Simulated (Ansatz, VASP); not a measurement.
## One calculation of ZnS, two programs

File INCAR:

```
SYSTEM = ZnS
PREC = Accurate
ENCUT = 520
EDIFF = 1E-6
ISMEAR = 0
SIGMA = 0.01
LREAL = .FALSE.
LASPH = .TRUE.
NELM = 100
ALGO = Normal
ISIF = 2
LWAVE = .FALSE.
LCHARG = .FALSE.
GGA = PS
NBANDS = 16
```

Contents of KPOINTS:

```
regular mesh
0
G
  6 6 6
  0 0 0
```

POSCAR

```
ZnS
1.0
    0.0000000000      2.6940955531      2.6940955531
    2.6940955531      0.0000000000      2.6940955531
    2.6940955531      2.6940955531      0.0000000000
Zn S
1 1
Direct
    0.2500000000      0.2500000000      0.2500000000
    0.0000000000      0.0000000000      0.0000000000
```

Input for Ansatz:

```yaml
crystal:
  lattice:
    - [0.0, 2.6940955531, 2.6940955531]
    - [2.6940955531, 0.0, 2.6940955531]
    - [2.6940955531, 2.6940955531, 0.0]
  atoms:
    - { symbol: Zn, position: [0.25, 0.25, 0.25] }
    - { symbol: S, position: [0.0, 0.0, 0.0] }
kpoints:
  mp_grid: { grid: [6, 6, 6] }
hamiltonian:
  xc: pbesol
scf:
  occupations: { method: fixed }
  n_extra_bands: 4
output:
  forces: true
  stress: true
  eigenvalues: true
basis:
  xc_grid: 3
```

Alike in both runs: task single point; functional PBEsol; k mesh 6 × 6 × 6; no spin polarisation.

|  | VASP | Ansatz |
| --- | --- | --- |
| version | VASP 6.6.1 | Ansatz 0.2.0 |
| potentials or method | VASP PAW PBE potentials, release 64 (Zn, S) | plane waves |
| plane-wave cutoff (eV) | 520 | 420 |
| occupations | gaussian, width 0.01 eV | fixed |
| valence electrons in the cell | 18 | 18 |

```csv
,VASP,Ansatz,Ansatz less VASP
gap on the k mesh at the Fermi level (eV),2.01,2.01,-0.006
pressure (GPa),-1.1,-1.3,-0.19
```

VASP's potentials were made for PBE, not for PBEsol.
